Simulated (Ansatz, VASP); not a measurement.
**One calculation of K, two programs**

INCAR

```
SYSTEM = K
PREC = Accurate ; ENCUT = 520
EDIFF = 1E-6 ; ISMEAR = -1
SIGMA = 0.1 ; LREAL = .FALSE.
LASPH = .TRUE. ; NELM = 100
ALGO = Normal ; ISIF = 2
LWAVE = .FALSE. ; LCHARG = .FALSE.
GGA = PS ; NBANDS = 10
```

KPOINTS

```
regular mesh
0
G
  9 9 9
  0 0 0
```

POSCAR

```
K
1.0
    0.0000000000      3.2470579688      3.2470579688
    3.2470579688      0.0000000000      3.2470579688
    3.2470579688      3.2470579688      0.0000000000
K
1
Direct
    0.0000000000      0.0000000000      0.0000000000
```

Input for Ansatz:

```yaml
crystal:
  lattice:
    - [0.0, 3.2470579688, 3.2470579688]
    - [3.2470579688, 0.0, 3.2470579688]
    - [3.2470579688, 3.2470579688, 0.0]
  atoms:
    - { symbol: K, position: [0.0, 0.0, 0.0] }
hamiltonian:
  xc: pbesol
  pseudopotentials:
    kind: paw
    azcp:
      K: "pseudopotentials/K.paw.azcp"
basis:
  ecutwfc: 420
  fft_grid_basis: typed
kpoints:
  mp_grid: { grid: [9, 9, 9], shift: [0, 0, 0] }
magnetization:
  spin_polarized: false
scf:
  occupations: { method: fermi_dirac, width: 0.1 }
  lower_state_search: "off"
output:
  stress: true
  write_density: true
  write_potential: true
  elf: true
  volumetric_format: npy
```

Alike in both runs: task single point; functional PBEsol; k mesh 9 × 9 × 9; occupations fermi-dirac, width 0.1 eV; no spin polarisation.

|  | VASP | Ansatz |
| --- | --- | --- |
| version | VASP 6.6.1 | Ansatz 0.2.0 |
| potentials or method | VASP PAW PBE potentials, release 64 (K_sv), cutoff 520 eV | plane waves (420 eV) with PAW, scalar-relativistic |
| valence electrons in the cell | 9 | 9 |

Ansatz gave:

```
pressure (GPa) : 0.2
```

What did VASP give for the same quantities?

Pressure (GPa): 0.1.

VASP's potentials were made for PBE, not for PBEsol, and Ansatz warns of the same on its side. With one functional, cell and mesh, what is left measures potentials, basis and numerics.
